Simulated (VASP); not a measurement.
# ScTi3N3 (P4/mmm) in VASP: further runs, part 2 of 2

VASP 6.6.1. Earlier steps stand in the parts before.

**3. Relaxation of cell and atoms, PBE, collinear spin, ferromagnetic start**

This run uses another cell than the first one, of 12.15 Å³/atom, 0.969 times its volume.

Contents of INCAR:

```
SYSTEM = ScTi3N3
PREC     = Accurate       ! precision mode
ENCUT    = 600            ! plane-wave cutoff, eV
EDIFF    = 1E-7           ! SCF threshold, eV
ISMEAR   = 0              ! smearing method
SIGMA    = 0.15           ! smearing width, eV
LREAL    = .FALSE.        ! projectors in reciprocal space
LASPH    = .TRUE.         ! aspherical terms in the spheres
NELM     = 150            ! most SCF steps
ALGO     = Normal         ! electronic algorithm
ISIF     = 3              ! what is computed and relaxed
LWAVE    = .FALSE.        ! write WAVECAR
LCHARG   = .FALSE.        ! write CHGCAR
ISPIN    = 2              ! spin polarisation
MAGMOM   = 0 1 1 1 0 0 0  ! initial moments
LORBIT   = 11             ! projections on sites
LMAXMIX  = 4              ! l up to which the mixer works
GGA      = PE             ! functional
IBRION   = 2              ! ionic algorithm
NSW      = 36             ! ionic steps
EDIFFG   = -0.08          ! ionic threshold
```

Contents of KPOINTS:

```
Automatic mesh
0
G
  4 4 2
  0 0 0
```

Contents of POSCAR:

```
ScTi3N3
1.0
    3.1000000000      0.0000000000      0.0000000000
    0.0000000000      3.1000000000      0.0000000000
    0.0000000000      0.0000000000      8.8500000000
Sc Ti N
1 3 3
Direct
    0.0000000000      0.0000000000      0.0000000000
    0.5000000000      0.5000000000      0.7500000000
    0.0000000000      0.0000000000      0.5000000000
    0.5000000000      0.5000000000      0.2500000000
    0.0000000000      0.0000000000      0.7500000000
    0.5000000000      0.5000000000      0.0000000000
    0.0000000000      0.0000000000      0.2500000000
```

Potentials or basis: VASP PAW PBE potentials, release 64 (Sc_sv, Ti_sv, N).

Launch:

```
> cat potpaw_PBE.64/Sc_sv/POTCAR potpaw_PBE.64/Ti_sv/POTCAR potpaw_PBE.64/N/POTCAR > POTCAR
> mpirun -np 1 vasp_std > vasp.out
```

OUTCAR:

```text
SYSTEM = ScTi3N3
   PREC = Accurate
   ENCUT = 600
   EDIFF = 1E-7
   ISMEAR = 0
   LREAL = .FALSE.
   LASPH = .TRUE.
   NELM = 150
   ISIF = 3
   ISPIN = 2
   LORBIT = 11
   GGA = PE
   IBRION = 2
   NSW = 36
   EDIFFG = -0.08

 ion  position               nearest neighbor table
   1  0.000  0.000  0.000-   6 2.19   6 2.19   6 2.19   6 2.19   7 2.21   5 2.21   4 3.11   4 3.11
                             2 3.11   4 3.11   2 3.11   2 3.11   4 3.11   2 3.11
   2  0.500  0.500  0.750-   5 2.19   5 2.19   5 2.19   5 2.19   6 2.21   1 3.11   1 3.11   1 3.11
                             1 3.11
   3  0.000  0.000  0.500-   5 2.21   7 2.21
   4  0.500  0.500  0.250-   7 2.19   7 2.19   7 2.19   7 2.19   6 2.21   1 3.11   1 3.11   1 3.11
                             1 3.11
   5  0.000  0.000  0.750-   2 2.19   2 2.19   2 2.19   2 2.19   3 2.21   1 2.21
   6  0.500  0.500  0.000-   1 2.19   1 2.19   1 2.19   1 2.19   4 2.21   2 2.21
   7  0.000  0.000  0.250-   4 2.19   4 2.19   4 2.19   4 2.19   1 2.21   3 2.21

  LATTYP: Found a simple tetragonal cell.
[... 1062 lines left out ...]
 Fermi energy:         8.9819292936

 spin component 2

 k-point     1 :       0.0000    0.0000    0.0000
  band No.  band energies     occupation
      1     -48.6273      1.00000
      2     -48.6255      1.00000
      3     -47.8899      1.00000
      4     -39.7567      1.00000
      5     -24.8410      1.00000
      6     -24.8266      1.00000
[... 527 lines left out ...]
  FREE ENERGIE OF THE ION-ELECTRON SYSTEM (eV)
  ---------------------------------------------------
  free  energy   TOTEN  =       -65.5081067248 eV

  energy  without entropy=      -65.4867897959  energy(sigma->0) =      -65.49744826

 reached required accuracy - stopping structural energy minimisation

 total charge

# of ion       s       p       d       tot
------------------------------------------
    1        2.219   6.300   1.355   9.874
    2        2.178   6.196   1.898  10.272
    3        2.199   6.171   1.899  10.269
    4        2.178   6.196   1.898  10.272
    5        1.246   2.460   0.000   3.706
    6        1.252   2.496   0.000   3.748
    7        1.246   2.460   0.000   3.706
--------------------------------------------------
tot         12.518  32.278   7.049  51.845

 magnetization (x)

# of ion       s       p       d       tot
------------------------------------------
    1        0.000   0.000   0.000   0.000
    2       -0.000   0.000  -0.000  -0.000
    3       -0.000   0.000   0.000   0.000
    4       -0.000   0.000  -0.000  -0.000
    5        0.000  -0.000   0.000  -0.000
    6       -0.000  -0.000   0.000  -0.000
    7        0.000  -0.000   0.000  -0.000
--------------------------------------------------
tot         -0.000  -0.000   0.000  -0.000
```

It took 17 min on 1 thread of Intel Xeon Platinum 8488C (Sapphire Rapids), shared host; peak memory 0.33 GiB.

What came out:

* Free energy: -65.5081 eV
* Relaxed volume: 11.41 Å³/atom
* Relaxed cell: a = 3.057 Å, b = 3.057 Å, c = 8.548 Å, α = 90.00°, β = 90.00°, γ = 90.00°
* Space group after relaxing (to 0.05 Å): P4/mmm (No. 123)
* Energy gained by relaxing: 58.0 meV/atom
* Ionic steps: 9
* Pressure after relaxing: 0.0 GPa
* Largest force after relaxing: 0.054 eV/Å
* Band gap on the k mesh: zero (filled and empty bands overlap)
* Net moment: 0.00 μB per cell
* Valence electrons inside the program's atomic spheres: Sc 9.87; Ti 10.27; N 3.71, 3.75

Forces in eV/Å, atoms in the order of the input:
```
Sc   0.000  0.000  0.000
Ti   0.000  0.000  0.054
Ti   0.000  0.000  0.000
Ti   0.000  0.000 -0.054
N    0.000  0.000 -0.004
N    0.000  0.000  0.000
N    0.000  0.000  0.004
```

Step by step:
```
step  energy change (eV)  largest force (eV/Å)  pressure (GPa)  volume (Å³)
   1              0.0000                1.2365          -11.93        85.05
   2             -0.0875                0.7269           17.59        74.39
   3             -0.3033                1.0375            2.16        78.99
   4             -0.3934                0.3447            1.24        79.39
   5             -0.3999                0.0504            1.06        79.56
   6             -0.4006                0.0813            1.07        79.52
   7             -0.4034                0.1118           -1.27        80.38
   8             -0.4045                0.1016           -0.46        80.07
   9             -0.4059                0.0539            0.04        79.90
```

Final structure:
```
Sc Ti N
1.0
     3.05732    0.00000    0.00000
     0.00000    3.05732    0.00000
     0.00000    0.00000    8.54825
Sc Ti N
1 3 3
Direct
  0.00000 0.00000 0.00000
  0.50000 0.50000 0.75467
  0.00000 0.00000 0.50000
  0.50000 0.50000 0.24533
  0.00000 0.00000 0.73767
  0.50000 0.50000 0.00000
  0.00000 0.00000 0.26233
```

Caveat: the k points lie up to 0.51 Å⁻¹ apart in the final cell; the relaxation stopped at a loose force limit of 0.08 eV/Å, so its end isn't a converged minimum.
